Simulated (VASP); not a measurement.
# GeSb4Te7 (P-3m1) in VASP: electric field gradients with PBE

Aim: the electric field gradients of GeSb4Te7 with PBE.

All numbers are computed with VASP 6.6.1; they aren't measurements. Logs are shortened: lines on timing, memory, paths and dates and some standing lists are left out, and cuts for length are marked.

## 1. The cell of the first run

It takes space group P-3m1 (No. 164, trigonal). The conventional cell has a = 4.320 Å, b = 4.320 Å, c = 24.570 Å, α = 90.00°, β = 90.00°, γ = 120.00°. Within 4.0 Å of Ge (site symmetry -3m) lie 6 Te at 3.02 Å. Sb (site symmetry 3m) has 6 Te at 3.02 to 3.20 Å within 4.0 Å. Within 4.0 Å of Sb (site symmetry 3m) lie 6 Te at 3.02 to 3.21 Å. Te (site symmetry 3m) has 3 Sb at 3.02 Å and 3 Te at 4.03 Å within 4.1 Å. Within 4.1 Å of Te (site symmetry 3m) lie 3 Sb at 3.02 Å and 3 Te at 4.03 Å. Within 4.0 Å of Te (site symmetry 3m) lie 3 Ge at 3.02 Å and 3 Sb at 3.21 Å. Within 4.5 Å of Te (site symmetry -3m) lie 6 Sb at 3.20 Å and 12 Te at 4.32 to 4.47 Å.

## 2. Electric field gradients, PBE

Contents of INCAR:

```
SYSTEM = GeSb4Te7
  ALGO = Normal
  EDIFF = 1E-8
  ENCUT = 520
  GGA = PE
  ISIF = 2
  ISMEAR = 0
  LASPH = .True.
  LCHARG = .False.
  LEFG = .True.
  LREAL = .False.
  LWAVE = .False.
  NBANDS = 50
  NELM = 100
  PREC = Accurate
  SIGMA = 0.01
```

Contents of KPOINTS:

```
k-points
0
Gamma
  12 12 2
  0 0 0
```

Contents of POSCAR:

```
GeSb4Te7
1.0
    4.3204724086      0.0000000000      0.0000000000
   -2.1602362043      3.7416388622      0.0000000000
    0.0000000000      0.0000000000     24.5698685465
Ge Sb Te
1 4 7
Direct
    0.0000000000      0.0000000000      0.5000000000
    0.6666666667      0.3333333333      0.9187057005
    0.3333333333      0.6666666667      0.3488040590
    0.3333333333      0.6666666667      0.0812942995
    0.6666666667      0.3333333333      0.6511959410
    0.3333333333      0.6666666667      0.8491875969
    0.6666666667      0.3333333333      0.1508124031
    0.0000000000      0.0000000000      0.7204476362
    0.6666666667      0.3333333333      0.4310272834
    0.3333333333      0.6666666667      0.5689727166
    0.0000000000      0.0000000000      0.0000000000
    0.0000000000      0.0000000000      0.2795523638
```

Potentials or basis: VASP PAW PBE potentials, release 64 (Ge_d, Sb, Te).

The run is started by

```console
$ cat potpaw_PBE.64/Ge_d/POTCAR potpaw_PBE.64/Sb/POTCAR potpaw_PBE.64/Te/POTCAR > POTCAR
$ mpirun -np 1 vasp_std > vasp.out
```

OUTCAR:

```text
SYSTEM = GeSb4Te7
   EDIFF = 1E-8
   ENCUT = 520
   GGA = PE
   ISIF = 2
   ISMEAR = 0
   LASPH = .True.
   LREAL = .False.
   NELM = 100
   PREC = Accurate

 ion  position               nearest neighbor table
   1  0.000  0.000  0.500-   9 3.02  10 3.02   9 3.02  10 3.02   9 3.02  10 3.02
   2  0.667  0.333  0.919-   6 3.02   6 3.02   6 3.02  11 3.20  11 3.20  11 3.20
   3  0.333  0.667  0.349-  12 3.02  12 3.02  12 3.02   9 3.21   9 3.21   9 3.21
   4  0.333  0.667  0.081-   7 3.02   7 3.02   7 3.02  11 3.20  11 3.20  11 3.20
   5  0.667  0.333  0.651-   8 3.02   8 3.02   8 3.02  10 3.21  10 3.21  10 3.21
   6  0.333  0.667  0.849-   2 3.02   2 3.02   2 3.02
   7  0.667  0.333  0.151-   4 3.02   4 3.02   4 3.02
   8  0.000  0.000  0.720-   5 3.02   5 3.02   5 3.02
   9  0.667  0.333  0.431-   1 3.02   1 3.02   1 3.02   3 3.21   3 3.21   3 3.21
  10  0.333  0.667  0.569-   1 3.02   1 3.02   1 3.02   5 3.21   5 3.21   5 3.21
  11  0.000  0.000  0.000-   2 3.20   4 3.20   2 3.20   4 3.20   2 3.20   4 3.20
  12  0.000  0.000  0.280-   3 3.02   3 3.02   3 3.02

  LATTYP: Found a hexagonal cell.
 ALAT       =     4.3204724086
 C/A-ratio  =     5.6868476923

  Lattice vectors:

 A1 = (   4.3204724086,   0.0000000000,   0.0000000000)
 A2 = (  -2.1602362043,   3.7416388622,   0.0000000000)
 A3 = (   0.0000000000,   0.0000000000,  24.5698685465)

Analysis of symmetry for initial positions (statically):
=====================================================================
 Subroutine PRICEL returns:
 Original cell was already a primitive cell.

 Routine SETGRP: Setting up the symmetry group for a
 hexagonal supercell.

 Subroutine GETGRP returns: Found 12 space group operations
 (whereof 12 operations were pure point group operations)
 out of a pool of 24 trial point group operations.

The static configuration has the point symmetry D_3d.

Analysis of symmetry for dynamics (positions and initial velocities):
=====================================================================
 Subroutine PRICEL returns:
 Original cell was already a primitive cell.

 Routine SETGRP: Setting up the symmetry group for a
 hexagonal supercell.

 Subroutine GETGRP returns: Found 12 space group operations
 (whereof 12 operations were pure point group operations)
 out of a pool of 24 trial point group operations.

The dynamic configuration has the point symmetry D_3d.

 Subroutine INISYM returns: Found 12 space group operations
 (whereof 12 operations are pure point group operations),
 and found     1 'primitive' translations

----------------------------------------------------------------------------------------

                                     Primitive cell

  volume of cell :     397.1878

  direct lattice vectors                    reciprocal lattice vectors
     4.320472409  0.000000000  0.000000000     0.231456171  0.133631283  0.000000000
    -2.160236204  3.741638862  0.000000000     0.000000000  0.267262565  0.000000000
     0.000000000  0.000000000 24.569868547     0.000000000  0.000000000  0.040700258

  length of vectors
     4.320472409  4.320472409 24.569868547     0.267262565  0.267262565  0.040700258

  position of ions in fractional coordinates (direct lattice)
     0.000000000  0.000000000  0.500000000
     0.666666667  0.333333333  0.918705700
     0.333333333  0.666666667  0.348804059
     0.333333333  0.666666667  0.081294300
     0.666666667  0.333333333  0.651195941
     0.333333333  0.666666667  0.849187597
     0.666666667  0.333333333  0.150812403
     0.000000000  0.000000000  0.720447636
     0.666666667  0.333333333  0.431027283
     0.333333333  0.666666667  0.568972717
     0.000000000  0.000000000  0.000000000
     0.000000000  0.000000000  0.279552364

  ion indices of the primitive-cell ions
   primitive index   ion index
[... 99 lines left out ...]
   ISMEAR =     0;   SIGMA  =   0.01  broadening in eV -4-tet -1-fermi 0-gaus
   EFERMI_NEDOS =   21; number of points for ismear=-14 and -15
   IALGO  =     38    algorithm
   IMIX   =      4    mixing-type and parameters
     AMIX     =   0.40;   BMIX     =  1.00
     AMIX_MAG =   1.60;   BMIX_MAG =  1.00
  volume/ion in A,a.u.               =      33.10       223.36
  Fermi-wavevector in a.u.,A,eV,Ry     =   0.943367  1.782705 12.108388  0.889941
  Thomas-Fermi vector in A             =   2.071067
   LORBIT       =      0    0 simple, 1 ext, 2 COOP (PROOUT), +10 PAW based schemes
   GGA     = PE    functional components
   LHFCALC =     F    Hartree Fock is set to
   AEXX    =    0.0000 exact exchange contribution
   IVDW    =     0    specifies the selected vdW correction
   LEPSILON=     F    determine dielectric tensor
   LRPA    =     F    only Hartree local field effects (RPA)
 non-spin polarized calculation
 Gauss-broadening in eV      SIGMA  =   0.01
  energy-cutoff  :      520.00
  volume of cell :      397.19
 maximum number of plane-waves:     10734
   NGX = 17   NGY = 17   NGZ = 91

 number of electron      75.9999995 magnetization

 Free energy of the ion-electron system (eV)
  ---------------------------------------------------
  ext. energy  EPLUGINS =         0.00000000
  ---------------------------------------------------
  free energy    TOTEN  =       -44.54001463 eV

  energy without entropy =      -44.54001463  energy(sigma->0) =      -44.54001463

 E-fermi :   5.7281     XC(G=0):  -9.0803

 val. band max:        5.6873150380   @ k =   0.0000   0.0000   0.5000
 cond. band min:       6.0460881895   @ k =   0.0000   0.0000   0.5000
 fundamental gap:      0.3587731515
 Fermi energy:         5.7280855594

 k-point     1 :       0.0000    0.0000    0.0000
  band No.  band energies     occupation
      1     -19.0554      2.00000
      2     -19.0554      2.00000
      3     -19.0521      2.00000
      4     -19.0496      2.00000
      5     -19.0496      2.00000
      6      -7.1334      2.00000
[... 1261 lines left out ...]
     49       8.6705      0.00000
     50       9.0819      0.00000

 [... further k-points ...]
[... 5 lines left out ...]
  --------------------------------------------------------------------------------------
  -------------------------------------------------------------------------------------
  Total       -0.0416160     -0.0416160     -0.0084730     -0.0000000      0.0000000      0.0000000
  in kB       -0.1678706     -0.1678706     -0.0341782     -0.0000000      0.0000000      0.0000000
  external PRESSURE =      -0.1233065 kB  Pullay stress =       0.0000000 kB

 VOLUME and BASIS-vectors are now :
 -----------------------------------------------------------------------------
  energy-cutoff  :      520.00
  volume of cell :      397.19
      direct lattice vectors                 reciprocal lattice vectors
     4.320472409  0.000000000  0.000000000     0.231456171  0.133631283  0.000000000
    -2.160236204  3.741638862  0.000000000     0.000000000  0.267262565  0.000000000
     0.000000000  0.000000000 24.569868547     0.000000000  0.000000000  0.040700258

 POSITION                                       TOTAL-FORCE (eV/Angst)
 -----------------------------------------------------------------------------------
      0.00000      0.00000     12.28493         0.000000      0.000000      0.000000
      2.16024      1.24721     22.57248        -0.000000      0.000000      0.023428
     -0.00000      2.49443      8.57007         0.000000      0.000000      0.022171
     -0.00000      2.49443      1.99739         0.000000      0.000000     -0.023428
      2.16024      1.24721     15.99980        -0.000000     -0.000000     -0.022171
     -0.00000      2.49443     20.86443        -0.000000      0.000000     -0.014898
      2.16024      1.24721      3.70544         0.000000     -0.000000      0.014898
      0.00000      0.00000     17.70130         0.000000     -0.000000      0.013990
      2.16024      1.24721     10.59028        -0.000000      0.000000     -0.009652
     -0.00000      2.49443     13.97958        -0.000000     -0.000000      0.009652
      0.00000      0.00000      0.00000         0.000000      0.000000      0.000000
      0.00000      0.00000      6.86856        -0.000000      0.000000     -0.013990
 -----------------------------------------------------------------------------------
    total drift:                               -0.000000     -0.000000      0.000000

  FREE ENERGIE OF THE ION-ELECTRON SYSTEM (eV)
  ---------------------------------------------------
  free  energy   TOTEN  =       -44.5400146290 eV

  energy  without entropy=      -44.5400146290  energy(sigma->0) =      -44.54001463

 Electric field gradients (V/A^2)
---------------------------------------------------------------------
 ion       V_xx      V_yy      V_zz      V_xy      V_xz      V_yz
---------------------------------------------------------------------
   1      -2.097    -2.104     4.200    -0.006    -0.000     0.000
   2      -2.751    -2.751     5.501     0.000     0.000    -0.000
   3       0.915     0.915    -1.831     0.000    -0.000     0.000
   4      -2.751    -2.751     5.501     0.000     0.000    -0.000
   5       0.915     0.915    -1.831     0.000    -0.000     0.000
   6      18.834    18.834   -37.669    -0.000     0.000    -0.000
   7      18.834    18.834   -37.669    -0.000     0.000    -0.000
   8      20.618    20.617   -41.235    -0.000     0.000    -0.000
   9     -25.284   -25.284    50.568    -0.000    -0.000     0.000
  10     -25.284   -25.284    50.568    -0.000    -0.000     0.000
  11     -55.140   -55.140   110.280    -0.000     0.000    -0.000
  12      20.618    20.617   -41.235    -0.000     0.000    -0.000
---------------------------------------------------------------------

 Electric field gradients after diagonalization (V/A^2)
 (convention: |V_zz| > |V_xx| > |V_yy|)
----------------------------------------------------------------------
 ion       V_xx      V_yy      V_zz     asymmetry (V_yy - V_xx)/ V_zz
----------------------------------------------------------------------
   1      -2.107    -2.093     4.200       0.003
   2      -2.751    -2.751     5.501       0.000
   3       0.915     0.915    -1.831       0.000
   4      -2.751    -2.751     5.501       0.000
   5       0.915     0.915    -1.831       0.000
   6      18.834    18.834   -37.669       0.000
   7      18.834    18.834   -37.669       0.000
   8      20.618    20.617   -41.235       0.000
   9     -25.284   -25.284    50.568       0.000
  10     -25.284   -25.284    50.568       0.000
  11     -55.140   -55.140   110.280       0.000
  12      20.618    20.617   -41.235       0.000
----------------------------------------------------------------------

           NMR quadrupolar parameters

 Cq : quadrupolar parameter    Cq=e*Q*V_zz/h
 eta: asymmetry parameters     (V_yy - V_xx)/ V_zz
 Q  : nuclear electric quadrupole moment in mb (millibarn)
----------------------------------------------------------------------
 ion       Cq(MHz)       eta       Q (mb)
----------------------------------------------------------------------
   1       0.010       0.003       1.000
   2       0.013       0.000       1.000
   3      -0.004       0.000       1.000
   4       0.013       0.000       1.000
   5      -0.004       0.000       1.000
   6      -0.091       0.000       1.000
   7      -0.091       0.000       1.000
   8      -0.100       0.000       1.000
   9       0.122       0.000       1.000
  10       0.122       0.000       1.000
  11       0.267       0.000       1.000
  12      -0.100       0.000       1.000
----------------------------------------------------------------------
```

Run time: 24 min. Hardware: 1 thread of Oxide Virtual Turin-like, shared host; peak memory 0.87 GiB.

What came out:

| Property | Result |
| --- | --- |
| Free energy | -44.5400 eV |
| Pressure | 0.0 GPa |
| Largest force | 0.023 eV/Å |
| Band gap on the k mesh | 0.36 eV |
| Largest electric field gradient by atom | Ge +4.2; Sb +5.5, -1.8 (each value once); Te -37.7, -41.2, +50.6, +110.3 (each value once) V/Å² |

Forces on the atoms (eV/Å):
```
Ge   0.000  0.000  0.000
Sb   0.000  0.000  0.023
Sb   0.000  0.000  0.022
Sb   0.000  0.000 -0.023
Sb   0.000  0.000 -0.022
Te   0.000  0.000 -0.015
Te   0.000  0.000  0.015
Te   0.000  0.000  0.014
Te   0.000  0.000 -0.010
Te   0.000  0.000  0.010
Te   0.000  0.000  0.000
Te   0.000  0.000 -0.014
```

Electric field gradients, principal values (V/Å²):
```
 atom    least   middle  greatest (by size)
 1 Ge   -2.093   -2.107               4.200
 2 Sb   -2.751   -2.751               5.501
 3 Sb    0.915    0.915              -1.831
 4 Sb   -2.751   -2.751               5.501
 5 Sb    0.915    0.915              -1.831
 6 Te   18.834   18.834             -37.669
 7 Te   18.834   18.834             -37.669
 8 Te   20.617   20.618             -41.235
 9 Te  -25.284  -25.284              50.568
10 Te  -25.284  -25.284              50.568
11 Te  -55.140  -55.140             110.280
12 Te   20.617   20.618             -41.235
```

Caveat: semilocal functionals underestimate gaps, and a narrow one can read as zero; without QUAD_EFG the Cq values of the log hold for a quadrupole moment of 1 mb, not for the nuclei; spin-orbit coupling is left out, which moves the levels of the heavy elements; this functional lacks dispersion, which binds layers or chains, so the pressure and a relaxed spacing across them are unreliable. A k mesh can miss the band edges.
